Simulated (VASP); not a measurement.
# Sn (Immm) in VASP: single point with PBE

Aim: the single point of Sn with PBE.

Program: VASP 6.6.1. These are calculated values, not measurements. Logs are shortened: lines on timing, memory, paths and dates and some standing lists are left out, and cuts for length are marked.

## (1) The cell of the first run

It takes space group Immm (No. 71, orthorhombic). The conventional cell has a = 3.453 Å, b = 3.551 Å, c = 4.677 Å, α = 90.00°, β = 90.00°, γ = 90.00°. Within 4.5 Å of Sn (site symmetry mmm) lie 12 Sn at 3.41 to 3.55 Å.

## (2) Single point, PBE

INCAR reads:

```
PREC = Accurate ; ENCUT = 520
EDIFF = 1E-6 ; ISMEAR = 0
SIGMA = 0.05 ; LREAL = False
LASPH = True ; NELM = 100
ALGO = Normal ; ISIF = 2
LWAVE = False ; LCHARG = False
GGA = PE ; NBANDS = 13
```

KPOINTS reads:

```
regular mesh
0
Gamma
  16 16 16
```

POSCAR reads:

```
Sn
1.0
   -1.7265390000      1.7755470000      2.3383420000
    1.7265390000     -1.7755470000      2.3383420000
    1.7265390000      1.7755470000     -2.3383420000
Sn
1
Direct
    0.0000000000      0.0000000000      0.0000000000
```

Potentials or basis: VASP PAW PBE potentials, release 64 (Sn_d).

Command:

```console
cat potpaw_PBE.64/Sn_d/POTCAR > POTCAR
mpirun -np 1 vasp_std > vasp.out
```

OUTCAR:

```text
PREC = Accurate
   ENCUT = 520
   EDIFF = 1E-6
   ISMEAR = 0
   LREAL = False
   LASPH = True
   NELM = 100
   ISIF = 2
   GGA = PE

 ion  position               nearest neighbor table
   1  0.000  0.000  0.000-

  LATTYP: Found a body centered orthorhombic cell.
 ALAT       =     3.4530780000
 B/A-ratio  =     1.0283851103
 C/A-ratio  =     1.3543522620

  Lattice vectors:

 A1 = (  -1.7265390000,   1.7755470000,   2.3383420000)
 A2 = (   1.7265390000,  -1.7755470000,   2.3383420000)
 A3 = (   1.7265390000,   1.7755470000,  -2.3383420000)

Analysis of symmetry for initial positions (statically):
=====================================================================
 Subroutine PRICEL returns:
 Original cell was already a primitive cell.

 Routine SETGRP: Setting up the symmetry group for a
 body centered orthorhombic supercell.

 Subroutine GETGRP returns: Found  8 space group operations
 (whereof  8 operations were pure point group operations)
 out of a pool of  8 trial point group operations.

The static configuration has the point symmetry D_2h.

Analysis of symmetry for dynamics (positions and initial velocities):
=====================================================================
 Subroutine PRICEL returns:
 Original cell was already a primitive cell.

 Routine SETGRP: Setting up the symmetry group for a
 body centered orthorhombic supercell.

 Subroutine GETGRP returns: Found  8 space group operations
 (whereof  8 operations were pure point group operations)
 out of a pool of  8 trial point group operations.

The dynamic configuration has the point symmetry D_2h.

 Subroutine INISYM returns: Found  8 space group operations
 (whereof  8 operations are pure point group operations),
 and found     1 'primitive' translations

----------------------------------------------------------------------------------------

                                     Primitive cell

  volume of cell :      28.6732

  direct lattice vectors                    reciprocal lattice vectors
    -1.726539000  1.775547000  2.338342000     0.000000000  0.281603359  0.213826720
     1.726539000 -1.775547000  2.338342000     0.289596702  0.000000000  0.213826720
[... 87 lines left out ...]
   IBRION =     -1    ionic relax: 0-MD 1-quasi-New 2-CG
   NFREE  =      0    steps in history (QN), initial steepest desc. (CG)
   ISIF   =      2    stress and relaxation
   ISYM   =      2    0-nonsym 1-usesym 2-fastsym
   POTIM  = 0.5000    time-step for ionic-motion
   TEBEG  =    0.0;   TEEND  =   0.0 temperature during run
   PSTRESS=    0.0 pullay stress
   NELECT =      14.0000    total number of electrons
   NUPDOWN=      -1.0000    fix difference up-down
   EMIN   =  10.00;   EMAX   =-10.00  energy-range for DOS
   EFERMI =   0.00;   METHOD = LEGACY
   ISMEAR =     0;   SIGMA  =   0.05  broadening in eV -4-tet -1-fermi 0-gaus
   EFERMI_NEDOS =   21; number of points for ismear=-14 and -15
   IALGO  =     38    algorithm
   IMIX   =      4    mixing-type and parameters
     AMIX     =   0.40;   BMIX     =  1.00
     AMIX_MAG =   1.60;   BMIX_MAG =  1.00
  volume/ion in A,a.u.               =      28.67       193.50
  Fermi-wavevector in a.u.,A,eV,Ry     =   1.289116  2.436076 22.610433  1.661820
  Thomas-Fermi vector in A             =   2.421028
   LORBIT       =      0    0 simple, 1 ext, 2 COOP (PROOUT), +10 PAW based schemes
   GGA     = PE    functional components
   LHFCALC =     F    Hartree Fock is set to
   AEXX    =    0.0000 exact exchange contribution
   IVDW    =     0    specifies the selected vdW correction
   LEPSILON=     F    determine dielectric tensor
   LRPA    =     F    only Hartree local field effects (RPA)
 non-spin polarized calculation
 Gauss-broadening in eV      SIGMA  =   0.05
  energy-cutoff  :      520.00
  volume of cell :       28.67
 maximum number of plane-waves:       797
 NGX is ok and might be reduce to    28
   NGX = 13   NGY = 13   NGZ = 13

 number of electron      13.9999998 magnetization

 Free energy of the ion-electron system (eV)
  ---------------------------------------------------
  ext. energy  EPLUGINS =         0.00000000
  ---------------------------------------------------
  free energy    TOTEN  =        -3.78266667 eV

  energy without entropy =       -3.78182151  energy(sigma->0) =       -3.78224409

 E-fermi :   7.5177     XC(G=0): -10.1145

 val. band max:        7.5147232443   @ k =  -0.3750   0.1250   0.0625
 cond. band min:       7.5220815916   @ k =  -0.4375  -0.3125   0.1250
 fundamental gap:      0.0073583473
 Fermi energy:         7.5176977061

 k-point     1 :       0.0000    0.0000    0.0000
  band No.  band energies     occupation
      1     -14.0505      2.00000
      2     -14.0356      2.00000
      3     -14.0161      2.00000
      4     -13.9872      2.00000
      5     -13.9524      2.00000
      6      -3.2501      2.00000
      7      14.5419      0.00000
      8      14.6865      0.00000
      9      15.0916      0.00000
     10      18.1240      0.00000
     11      18.6348      0.00000
     12      19.1451      0.00000
     13      19.3030      0.00000
[... 354 lines left out ...]
  band No.  band energies     occupation
      1     -14.0492      2.00000
      2     -14.0258      2.00000
      3     -14.0089      2.00000
      4     -13.9876      2.00000
      5     -13.9512      2.00000
      6      -2.9805      2.00000
      7      12.6687      0.00000
      8      13.8692      0.00000
      9      14.5126      0.00000
     10      17.1422      0.00000
     11      19.4309      0.00000
     12      19.9371      0.00000
     13      20.1680      0.00000

 [... further k-points ...]

------------------------ aborting loop because EDIFF is reached ----------------------------------------

  FORCE on cell =-STRESS in cart. coord.  units (eV):
  Direction    XX          YY          ZZ          XY          YZ          ZX
  --------------------------------------------------------------------------------------
  -------------------------------------------------------------------------------------
  Total       -0.1194815     -0.2189578     -0.2152696      0.0000000      0.0000000      0.0000000
  in kB       -6.6762815    -12.2347325    -12.0286468      0.0000000      0.0000000      0.0000000
  external PRESSURE =     -10.3132203 kB  Pullay stress =       0.0000000 kB

 VOLUME and BASIS-vectors are now :
 -----------------------------------------------------------------------------
  energy-cutoff  :      520.00
  volume of cell :       28.67
      direct lattice vectors                 reciprocal lattice vectors
    -1.726539000  1.775547000  2.338342000     0.000000000  0.281603359  0.213826720
     1.726539000 -1.775547000  2.338342000     0.289596702  0.000000000  0.213826720
     1.726539000  1.775547000 -2.338342000     0.289596702  0.281603359  0.000000000

 POSITION                                       TOTAL-FORCE (eV/Angst)
 -----------------------------------------------------------------------------------
      0.00000      0.00000      0.00000         0.000000      0.000000     -0.000000
 -----------------------------------------------------------------------------------
    total drift:                                0.000000     -0.000000     -0.000000

  FREE ENERGIE OF THE ION-ELECTRON SYSTEM (eV)
  ---------------------------------------------------
  free  energy   TOTEN  =        -3.7826666734 eV

  energy  without entropy=       -3.7818215148  energy(sigma->0) =       -3.78224409
```

OSZICAR:

```text
N       E                     dE             d eps       ncg     rms          rms(c)
DAV:   1     0.815008951991E+02    0.81501E+02   -0.71788E+03 16636   0.158E+03
DAV:   2     0.210231048450E+01   -0.79399E+02   -0.76794E+02 16991   0.341E+02
DAV:   3    -0.366758982490E+01   -0.57699E+01   -0.57488E+01 19245   0.743E+01
DAV:   4    -0.378919444904E+01   -0.12160E+00   -0.12158E+00 19696   0.116E+01
DAV:   5    -0.379338549804E+01   -0.41910E-02   -0.41909E-02 21404   0.209E+00    0.118E+00
DAV:   6    -0.378532075390E+01    0.80647E-02   -0.90948E-03 20916   0.159E+00    0.657E-01
DAV:   7    -0.378276098055E+01    0.25598E-02   -0.60046E-03 20921   0.124E+00    0.875E-02
DAV:   8    -0.378266586495E+01    0.95116E-04   -0.63156E-04 19964   0.421E-01    0.215E-02
DAV:   9    -0.378266586554E+01   -0.59094E-09   -0.11290E-05 22031   0.433E-02    0.136E-02
DAV:  10    -0.378266667341E+01   -0.80788E-06   -0.21257E-06 19811   0.166E-02
   1 F= -.37826667E+01 E0= -.37822441E+01  d E =-.845159E-03
```

Run time: 1.9 min. Hardware: 1 thread of Intel Xeon Platinum 8488C (Sapphire Rapids), shared host; peak memory 0.33 GiB.

What came out:

```yaml
Free_energy: -3.7827 eV
Pressure: -1.0 GPa
Band_gap_on_the_k_mesh: zero (band 7 reaches 14.54 eV, above the bottom of band 8 at 5.53 eV)
```

Stress tensor (GPa, compression positive):
```
-0.67  0.00  0.00
 0.00 -1.22  0.00
 0.00  0.00 -1.20
```

Levels at points of the mesh, in eV from the Fermi level:
```csv
k point,band 5,band 6,band 7,band 8,band 9,band 10
"(0.00, 0.00, 0.00)",-21.47,-10.77,7.02,7.17,7.57,10.61
"(0.50, 0.00, 0.00)",-21.41,-6.84,-4.40,5.24,5.99,9.67
"(0.00, 0.50, 0.00)",-21.42,-6.59,-4.33,4.82,5.69,9.19
"(0.50, 0.50, 0.00)",-21.39,-5.21,-3.57,2.06,2.44,5.52
"(0.50, 0.50, 0.50)",-21.40,-4.45,-3.08,1.21,1.85,4.62
```

Caveat: spin-orbit coupling is left out, which moves the levels of the heavy elements.
